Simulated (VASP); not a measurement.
A run of VASP 6.6.1 is set up as follows.

The input INCAR:

```
SYSTEM = ScB2P3
ALGO = Normal ; EDIFF = 1E-6
ENCUT = 500 ; GGA = PE
GGA_COMPAT = .FALSE. ; ISIF = 2
ISMEAR = 0 ; LASPH = .TRUE.
LCHARG = .TRUE. ; LELF = .TRUE.
LREAL = .FALSE. ; LVHAR = .TRUE.
LWAVE = .FALSE. ; NBANDS = 25
NELM = 120 ; PREC = Accurate
SIGMA = 0.2
```

KPOINTS

```
k-points
0
G
  4 4 3
  0 0 0
```

The input POSCAR:

```
ScB2P3
1.0
    5.1651349964     -0.0000000032      0.0000000000
   -2.5825674954      4.4731381225      0.0000000000
    0.0000000000      0.0000000000      6.1558599916
Sc B P
1 2 3
Direct
    0.0000000000      0.0000000000      0.0000000000
    0.0000000000      0.0000000000      0.6317175451
    0.0000000000      0.0000000000      0.3682824549
    0.4997156886      0.0000000000      0.0000000000
    0.0000000000      0.4997156886      0.0000000000
    0.5002843114      0.5002843114      0.0000000000
```

Potentials or basis: VASP PAW PBE potentials, release 64 (Sc_sv, B, P).

Command:

```console
$ cat potpaw_PBE.64/Sc_sv/POTCAR potpaw_PBE.64/B/POTCAR potpaw_PBE.64/P/POTCAR > POTCAR
$ mpirun -np 1 vasp_std > vasp.out
```

(1) Predict the largest force.

(2) Predict the band gap on the k mesh.

(3) What does it give for the pressure?

## Answers

(1) 0.054 eV/Å.

(2) zero (bands 16 and 17 overlap by 0.93 eV).

(3) 0.6 GPa.
